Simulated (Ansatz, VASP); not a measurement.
MgO: VASP beside Ansatz

Contents of INCAR:

```
  PREC = Accurate
  ENCUT = 520
  EDIFF = 1E-6
  ISMEAR = 0
  SIGMA = 0.05
  LREAL = F
  LASPH = T
  NELM = 60
  ALGO = Normal
  ISIF = 2
  LWAVE = F
  LCHARG = F
  GGA = PS
  NBANDS = 11
```

File KPOINTS:

```
Automatic mesh
0
Gamma
  10 10 10
```

POSCAR

```
MgO
1.0
    0.0000000000      2.1071057202      2.1071057202
    2.1071057202      0.0000000000      2.1071057202
    2.1071057202      2.1071057202      0.0000000000
Mg O
1 1
Direct
    0.0059323079     -0.0059323079      0.0059323079
    0.5000000000      0.5000000000      0.5000000000
```

Input for Ansatz:

```yaml
crystal:
  lattice:
    - [0.0, 2.1071057202, 2.1071057202]
    - [2.1071057202, 0.0, 2.1071057202]
    - [2.1071057202, 2.1071057202, 0.0]
  atoms:
    - { symbol: Mg, position: [0.0059323079, -0.0059323079, 0.0059323079] }
    - { symbol: O, position: [0.5, 0.5, 0.5] }
basis:
  ecutwfc: 420
kpoints:
  mp_grid: { grid: [10, 10, 10] }
hamiltonian:
  xc: pbesol
scf:
  occupations: { method: gaussian, width: 0.05 }
output:
  forces: true
  stress: true
  eigenvalues: true
```

Change from the starting cell: all Mg atoms moved +0.025 Å, as atom 1 along Cartesian [0 1 0].

Alike in both runs: task single point; functional PBEsol; k mesh 10 × 10 × 10; occupations gaussian, width 0.05 eV; no spin polarisation.

|  | VASP | Ansatz |
| --- | --- | --- |
| version | VASP 6.6.1 | Ansatz 0.2.0 |
| potentials or method | VASP PAW PBE potentials, release 64 (Mg, O), cutoff 520 eV | scalar-relativistic, plane waves, PAW |
| valence electrons in the cell | 8 | 16 |

|  | VASP | Ansatz | Ansatz less VASP |
| --- | --- | --- | --- |
| gap on the k mesh at the Fermi level (eV) | 4.62 | 4.62 | 0.000 |
| least direct gap on the mesh (eV) | 4.62 | 4.62 | 0.000 |
| pressure (GPa) | -0.5 | 0.0 | +0.51 |
| traceless stress, the component that is largest in VASP (GPa) | 0.15 | 0.15 | -0.002 |
| rms of the force components (eV/Å) | 0.078 | 0.077 | -0.0009 |

VASP's potentials were made for PBE, not for PBEsol. Atom by atom the forces differ by 0.001 eV/Å (rms over components). The functional is the same, so the differences come from potentials, cutoffs and numerics. VASP's potentials hold 8 valence electrons a cell and Ansatz's 16, so a difference there can come from the potentials and not from the codes.
